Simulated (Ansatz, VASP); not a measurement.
## CaSe in VASP and in Ansatz

File INCAR:

```
SYSTEM = CaSe
PREC = Accurate
ENCUT = 500
EDIFF = 1E-6
ISMEAR = -1
SIGMA = 0.02
LREAL = .FALSE.
LASPH = .TRUE.
NELM = 120
ALGO = Normal
ISIF = 2
LWAVE = .FALSE.
LCHARG = .FALSE.
GGA = PE
NBANDS = 15
GGA_COMPAT = .FALSE.
```

The input KPOINTS:

```
Automatic mesh
0
G
  8 8 8
  0 0 0
```

POSCAR

```
CaSe
1.0
    0.0000000000      2.9675351117      2.9675351117
    3.0645735098      0.0000000000      2.9675351117
    3.0645735098      2.9675351117      0.0000000000
Ca Se
1 1
Direct
    0.0000000000      0.0000000000      0.0000000000
    0.5000000000      0.5000000000      0.5000000000
```

Input for Ansatz:

```yaml
crystal:
  lattice:
    - [0.0, 2.9675351117, 2.9675351117]
    - [3.0645735098, 0.0, 2.9675351117]
    - [3.0645735098, 2.9675351117, 0.0]
  atoms:
    - { symbol: Ca, position: [0.0, 0.0, 0.0] }
    - { symbol: Se, position: [0.5, 0.5, 0.5] }
kpoints:
  mp_grid: { grid: [8, 8, 8] }
  band_path:
    path:
      - [0.0, 0.0, 0.0]
      - [0.5, 0.0, 0.5]
      - [0.625, 0.25, 0.625]
      - [0.375, 0.375, 0.75]
      - [0.5, 0.5, 0.5]
      - [0.5, 0.25, 0.75]
    npoints: 1
hamiltonian:
  xc: pbe
scf:
  occupations: { method: fermi_dirac, width: 0.02 }
  n_extra_bands: 4
output:
  forces: true
  stress: true
  eigenvalues: true
  write_density: true
  write_potential: true
  elf: true
  volumetric_format: npy
```

Change from the starting cell: uniaxial_x strain +3.3%.

Alike in both runs: task single point; functional PBE; k mesh 8 × 8 × 8; occupations fermi-dirac, width 0.02 eV; no spin polarisation.

|  | VASP | Ansatz |
| --- | --- | --- |
| version | VASP 6.6.1 | Ansatz 0.2.0 |
| potentials or method | VASP PAW PBE potentials, release 64 (Ca_sv, Se) | plane waves, PAW |
| plane-wave cutoff (eV) | 500 | 420 |
| valence electrons in the cell | 16 | 26 |

Ansatz gave:

```
gap on the k mesh at the Fermi level (eV)                     : 2.12
pressure (GPa)                                                : -0.8
traceless stress, the component that is largest in VASP (GPa) : -1.54
```

Problem. What did VASP give for the same quantities?

Solution. gap on the k mesh at the Fermi level (eV): 2.11; pressure (GPa): -0.7; traceless stress, the component that is largest in VASP (GPa): -1.57.

The functional is the same, so the differences come from potentials, cutoffs and numerics. VASP's potentials hold 16 valence electrons a cell and Ansatz's 26, so a difference there can come from the potentials and not from the codes.
